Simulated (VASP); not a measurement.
# B (P6_122) in VASP: further runs

B is run at these levels: PBE; tasks: single point, relaxation of cell and atoms.

All numbers are computed with VASP 6.6.1; they aren't measurements. Logs are shortened: lines on timing, memory, paths and dates and some standing lists are left out, and cuts for length are marked.

## (1) The cell of the first run

It takes space group P6_122 (No. 178, hexagonal). Conventional cell: a = 3.222 Å, b = 3.222 Å, c = 4.905 Å, α = 90.00°, β = 90.00°, γ = 120.00°. Within 2.3 Å of B (site symmetry 2) lie 8 B at 1.71 to 2.22 Å.

## (2) Single point, PBE

File INCAR:

```
PREC = Accurate ; ENCUT = 520
EDIFF = 1E-7 ; ISMEAR = 0
SIGMA = 0.1 ; LREAL = False
LASPH = True ; NELM = 100
ALGO = Normal ; ISIF = 2
LWAVE = False ; LCHARG = False
GGA = PE ; NBANDS = 18
```

File KPOINTS:

```
regular mesh
0
Gamma
  12 12 8
```

File POSCAR:

```
B
1.0
    3.2217352671      0.0000000000      0.0000000000
   -1.6108676336      2.7901045856      0.0000000000
    0.0000000000      0.0000000000      4.9048412132
B
6
Direct
    0.2684960174      0.5369920347      0.2500000000
    0.4630079653      0.7315039826      0.5833333333
    0.2684960174      0.7315039826      0.9166666667
    0.7315039826      0.4630079653      0.7500000000
    0.5369920347      0.2684960174      0.0833333333
    0.7315039826      0.2684960174      0.4166666667
```

Potentials or basis: VASP PAW PBE potentials, release 64 (B).

Launch:

```
$ cat potpaw_PBE.64/B/POTCAR > POTCAR
$ mpirun -np 1 vasp_std > vasp.out
```

OUTCAR:

```text
PREC = Accurate
   ENCUT = 520
   EDIFF = 1E-7
   ISMEAR = 0
   LREAL = False
   LASPH = True
   NELM = 100
   ISIF = 2
   GGA = PE

 ion  position               nearest neighbor table
   1  0.268  0.537  0.250-   5 1.71   6 1.71   2 1.75   3 1.75
   2  0.463  0.732  0.583-   4 1.71   6 1.71   1 1.75   3 1.75
   3  0.268  0.732  0.917-   5 1.71   4 1.71   1 1.75   2 1.75
   4  0.732  0.463  0.750-   2 1.71   3 1.71   5 1.75   6 1.75
   5  0.537  0.268  0.083-   1 1.71   3 1.71   4 1.75   6 1.75
   6  0.732  0.268  0.417-   2 1.71   1 1.71   4 1.75   5 1.75

  LATTYP: Found a hexagonal cell.
 ALAT       =     3.2217352671
 C/A-ratio  =     1.5224221752

  Lattice vectors:

 A1 = (   3.2217352671,   0.0000000000,   0.0000000000)
 A2 = (  -1.6108676336,   2.7901045856,   0.0000000000)
 A3 = (   0.0000000000,   0.0000000000,   4.9048412132)

Analysis of symmetry for initial positions (statically):
=====================================================================
 Subroutine PRICEL returns:
 Original cell was already a primitive cell.

 Routine SETGRP: Setting up the symmetry group for a
 hexagonal supercell.

 Subroutine GETGRP returns: Found 12 space group operations
 (whereof  2 operations were pure point group operations)
 out of a pool of 24 trial point group operations.

The static configuration has the point symmetry C_2 .
 The point group associated with its full space group is D_6 .

Analysis of symmetry for dynamics (positions and initial velocities):
=====================================================================
 Subroutine PRICEL returns:
 Original cell was already a primitive cell.

 Routine SETGRP: Setting up the symmetry group for a
 hexagonal supercell.

 Subroutine GETGRP returns: Found 12 space group operations
 (whereof  2 operations were pure point group operations)
 out of a pool of 24 trial point group operations.

The dynamic configuration has the point symmetry C_2 .
 The point group associated with its full space group is D_6 .

 Subroutine INISYM returns: Found 12 space group operations
 (whereof  2 operations are pure point group operations),
 and found     1 'primitive' translations

----------------------------------------------------------------------------------------

                                     Primitive cell

  volume of cell :      44.0895

  direct lattice vectors                    reciprocal lattice vectors
     3.221735267  0.000000000  0.000000000     0.310391735  0.179204752  0.000000000
    -1.610867634  2.790104586  0.000000000     0.000000000  0.358409504  0.000000000
     0.000000000  0.000000000  4.904841213     0.000000000  0.000000000  0.203880198

  length of vectors
     3.221735267  3.221735267  4.904841213     0.358409504  0.358409504  0.203880198

  position of ions in fractional coordinates (direct lattice)
     0.268496017  0.536992035  0.250000000
     0.463007965  0.731503983  0.583333333
     0.268496017  0.731503983  0.916666667
     0.731503983  0.463007965  0.750000000
     0.536992035  0.268496017  0.083333333
     0.731503983  0.268496017  0.416666667

  ion indices of the primitive-cell ions
   primitive index   ion index
                 1           1
                 2           2
                 3           3
                 4           4
                 5           5
                 6           6

----------------------------------------------------------------------------------------

 KPOINTS: regular mesh

Automatic generation of k-mesh.
 Grid dimensions read from file:
 generate k-points for:   12   12    8

 Generating k-lattice:

  Cartesian coordinates                     Fractional coordinates (reciprocal lattice)
     0.025865978  0.014933729  0.000000000     0.083333333  0.000000000  0.000000000
     0.000000000  0.029867459  0.000000000     0.000000000  0.083333333  0.000000000
     0.000000000  0.000000000  0.025485025     0.000000000  0.000000000  0.125000000

  Length of vectors
     0.029867459  0.029867459  0.025485025

  Shift w.r.t. Gamma in fractional coordinates (k-lattice)
     0.000000000  0.000000000  0.000000000

 Subroutine IBZKPT returns following result:
 ===========================================

 Found     95 irreducible k-points:

 Following reciprocal coordinates:
            Coordinates               Weight
  0.000000  0.000000  0.000000      1.000000
  0.083333  0.000000  0.000000      6.000000
  0.166667  0.000000  0.000000      6.000000
  0.250000  0.000000  0.000000      6.000000
  0.333333  0.000000  0.000000      6.000000
  0.416667 -0.000000  0.000000      6.000000
[... 16 lines left out ...]
  0.250000  0.000000  0.125000     12.000000
  0.333333  0.000000  0.125000     12.000000
 [... further k-points ...]
   k-points           NKPTS =     95   k-points in BZ     NKDIM =     95   number of bands    NBANDS=     18
   number of dos      NEDOS =    301   number of ions     NIONS =      6
   total plane-waves  NPLWV =  20736
   dimension x,y,z NGX =    24 NGY =   24 NGZ =   36
   dimension x,y,z NGXF=    48 NGYF=   48 NGZF=   72
   ions per type =               6
   NGX,Y,Z   is equivalent  to a cutoff of  12.38, 12.38, 12.20 a.u.
   NGXF,Y,Z  is equivalent  to a cutoff of  24.77, 24.77, 24.40 a.u.
 SYSTEM =  unknown system
   PREC   = accura    normal or accurate (medium, high low for compatibility)
   ISTART =      0    job   : 0-new  1-cont  2-samecut
   ICHARG =      2    charge: 1-file 2-atom 10-const
   ISPIN  =      1    spin polarized calculation?
   LNONCOLLINEAR =      F non collinear calculations
   LSORBIT =      F    spin-orbit coupling
   LASPH  =      T    aspherical Exc in radial PAW
   ENCUT  =  520.0 eV  38.22 Ry    6.18 a.u.   5.99  5.99  9.12*2*pi/ulx,y,z
   NELM   =    100;   NELMIN=  2; NELMDL= -5     # of ELM steps
   EDIFF  = 0.1E-06   stopping-criterion for ELM
   LREAL  =      F    real-space projection
   EDIFFG = 0.1E-05   stopping-criterion for IOM
   NSW    =      0    number of steps for IOM
   IBRION =     -1    ionic relax: 0-MD 1-quasi-New 2-CG
   NFREE  =      0    steps in history (QN), initial steepest desc. (CG)
   ISIF   =      2    stress and relaxation
   ISYM   =      2    0-nonsym 1-usesym 2-fastsym
   POTIM  = 0.5000    time-step for ionic-motion
   TEBEG  =    0.0;   TEEND  =   0.0 temperature during run
   PSTRESS=    0.0 pullay stress
   NELECT =      18.0000    total number of electrons
   NUPDOWN=      -1.0000    fix difference up-down
   EMIN   =  10.00;   EMAX   =-10.00  energy-range for DOS
   EFERMI =   0.00;   METHOD = LEGACY
   ISMEAR =     0;   SIGMA  =   0.10  broadening in eV -4-tet -1-fermi 0-gaus
   EFERMI_NEDOS =   21; number of points for ismear=-14 and -15
   IALGO  =     38    algorithm
   IMIX   =      4    mixing-type and parameters
     AMIX     =   0.40;   BMIX     =  1.00
     AMIX_MAG =   1.60;   BMIX_MAG =  1.00
  volume/ion in A,a.u.               =       7.35        49.59
  Fermi-wavevector in a.u.,A,eV,Ry     =   1.214471  2.295018 20.067783  1.474940
  Thomas-Fermi vector in A             =   2.349890
   LORBIT       =      0    0 simple, 1 ext, 2 COOP (PROOUT), +10 PAW based schemes
   GGA     = PE    functional components
   LHFCALC =     F    Hartree Fock is set to
   AEXX    =    0.0000 exact exchange contribution
   IVDW    =     0    specifies the selected vdW correction
   LEPSILON=     F    determine dielectric tensor
   LRPA    =     F    only Hartree local field effects (RPA)
 non-spin polarized calculation
 Gauss-broadening in eV      SIGMA  =   0.10
  energy-cutoff  :      520.00
  volume of cell :       44.09
 maximum number of plane-waves:      1206
 NGX is ok and might be reduce to    24
   NGX = 11   NGY = 11   NGZ = 19

 number of electron      17.9999999 magnetization

 Free energy of the ion-electron system (eV)
  ---------------------------------------------------
  ext. energy  EPLUGINS =         0.00000000
  ---------------------------------------------------
  free energy    TOTEN  =       -37.40480568 eV

  energy without entropy =      -37.39733730  energy(sigma->0) =      -37.40107149

 E-fermi :   7.2081     XC(G=0): -11.6189

 val. band max:        7.2013290052   @ k =   0.0833   0.0000   0.1250
 cond. band min:       7.2411181001   @ k =   0.0833   0.0833   0.2500
 fundamental gap:      0.0397890949
 Fermi energy:         7.2080776221

 k-point     1 :       0.0000    0.0000    0.0000
  band No.  band energies     occupation
      1      -9.2767      2.00000
      2      -4.6232      2.00000
      3      -4.6232      2.00000
      4       2.6590      2.00000
      5       2.6590      2.00000
      6       5.3724      2.00000
[... 10 lines left out ...]
     17      14.4036      0.00000
     18      16.7833      0.00000

 k-point     2 :       0.0833    0.0000    0.0000
  band No.  band energies     occupation
      1      -9.1741      2.00000
      2      -4.5295      2.00000
      3      -4.5265      2.00000
      4       1.9456      2.00000
      5       2.4529      2.00000
      6       4.8190      2.00000
[... 10 lines left out ...]
     17      15.1716      0.00000
     18      16.6485      0.00000

 k-point     3 :       0.1667    0.0000    0.0000
  band No.  band energies     occupation
      1      -8.8674      2.00000
      2      -4.2511      2.00000
      3      -4.2385      2.00000
      4       0.4867      2.00000
      5       1.9781      2.00000
      6       3.7976      2.00000
[... 10 lines left out ...]
     17      16.0884      0.00000
     18      16.7453      0.00000

 k-point     4 :       0.2500    0.0000    0.0000
  band No.  band energies     occupation
      1      -8.3610      2.00000
      2      -3.7974      2.00000
      3      -3.7681      2.00000
      4      -1.1088      2.00000
      5       1.4572      2.00000
      6       2.6017      2.00000
[... 10 lines left out ...]
     17      16.4323      0.00000
     18      17.2537      0.00000

 k-point     5 :       0.3333    0.0000    0.0000
  band No.  band energies     occupation
      1      -7.6669      2.00000
      2      -3.1938      2.00000
      3      -3.1868      2.00000
      4      -2.5804      2.00000
      5       1.0160      2.00000
      6       1.3475      2.00000
[... 10 lines left out ...]
     17      16.5861      0.00000
     18      17.7949      0.00000

 k-point     6 :       0.4167   -0.0000    0.0000
  band No.  band energies     occupation
      1      -6.8305      2.00000
      2      -4.0601      2.00000
      3      -2.5214      2.00000
      4      -2.2919      2.00000
      5       0.1770      2.00000
      6       0.3957      2.00000
[... 307 lines left out ...]
 k-point    21 :       0.0833    0.0000    0.1250
  band No.  band energies     occupation
      1      -9.1001      2.00000
      2      -5.5961      2.00000
      3      -3.3396      2.00000
      4       2.0058      2.00000
      5       2.5144      2.00000
      6       4.4664      2.00000
[... 10 lines left out ...]
     17      15.7023      0.00000
     18      16.3456      0.00000

 k-point    22 :       0.1667    0.0000    0.1250
  band No.  band energies     occupation
      1      -8.7936      2.00000
      2      -5.3046      2.00000
      3      -3.0693      2.00000
      4       0.5544      2.00000
      5       2.0424      2.00000
      6       3.3047      2.00000
[... 10 lines left out ...]
     17      16.1302      0.00000
     18      16.5886      0.00000

 k-point    23 :       0.2500    0.0000    0.1250
  band No.  band energies     occupation
      1      -8.2875      2.00000
      2      -4.8265      2.00000
      3      -2.6354      2.00000
      4      -1.0339      2.00000
      5       1.5244      2.00000
      6       1.9367      2.00000
[... 10 lines left out ...]
     17      16.0024      0.00000
     18      17.4003      0.00000

 k-point    24 :       0.3333    0.0000    0.1250
  band No.  band energies     occupation
      1      -7.5941      2.00000
      2      -4.1830      2.00000
      3      -2.6346      2.00000
      4      -1.9761      2.00000
      5       0.5881      2.00000
      6       1.0915      2.00000
[... 10 lines left out ...]
     17      15.9542      0.00000
     18      17.7716      0.00000

 [... further k-points ...]

------------------------ aborting loop because EDIFF is reached ----------------------------------------

  FORCE on cell =-STRESS in cart. coord.  units (eV):
  Direction    XX          YY          ZZ          XY          YZ          ZX
  --------------------------------------------------------------------------------------
  -------------------------------------------------------------------------------------
  Total       -0.0108959     -0.0108959      0.0222922      0.0000000      0.0000000      0.0000000
  in kB       -0.3959496     -0.3959496      0.8100809      0.0000000      0.0000000      0.0000000
  external PRESSURE =       0.0060606 kB  Pullay stress =       0.0000000 kB

 VOLUME and BASIS-vectors are now :
 -----------------------------------------------------------------------------
  energy-cutoff  :      520.00
  volume of cell :       44.09
      direct lattice vectors                 reciprocal lattice vectors
     3.221735267  0.000000000  0.000000000     0.310391735  0.179204752  0.000000000
    -1.610867634  2.790104586  0.000000000     0.000000000  0.358409504  0.000000000
     0.000000000  0.000000000  4.904841213     0.000000000  0.000000000  0.203880198

 POSITION                                       TOTAL-FORCE (eV/Angst)
 -----------------------------------------------------------------------------------
      0.00000      1.49826      1.22621        -0.000000      0.004464     -0.000000
      0.31333      2.04097      2.86116        -0.003866     -0.002232      0.000000
     -0.31333      2.04097      4.49610         0.003866     -0.002232      0.000000
      1.61087      1.29184      3.67863         0.000000     -0.004464      0.000000
      1.29753      0.74913      0.40874         0.003866      0.002232      0.000000
      1.92420      0.74913      2.04368        -0.003866      0.002232      0.000000
 -----------------------------------------------------------------------------------
    total drift:                                0.000000     -0.000000     -0.000000

  FREE ENERGIE OF THE ION-ELECTRON SYSTEM (eV)
  ---------------------------------------------------
  free  energy   TOTEN  =       -37.4048056755 eV

  energy  without entropy=      -37.3973373017  energy(sigma->0) =      -37.40107149
```

Wall time 72 s (1 thread of Intel Xeon 8259CL, shared host); peak memory 0.18 GiB.

What came out:

```
Free energy            : -37.4048 eV
Pressure               : 0.0 GPa
Largest force          : 0.004 eV/Å
Band gap on the k mesh : zero (band 9 reaches 8.79 eV, above the bottom of band 10 at 6.40 eV)
```

Forces on the atoms (eV/Å):
```
B    0.000  0.004  0.000
B   -0.004 -0.002  0.000
B    0.004 -0.002  0.000
B    0.000 -0.004  0.000
B    0.004  0.002  0.000
B   -0.004  0.002  0.000
```

Stress tensor (GPa, compression positive):
```
-0.04  0.00  0.00
 0.00 -0.04  0.00
 0.00  0.00  0.08
```

(Part 1 of 2 ends here.)
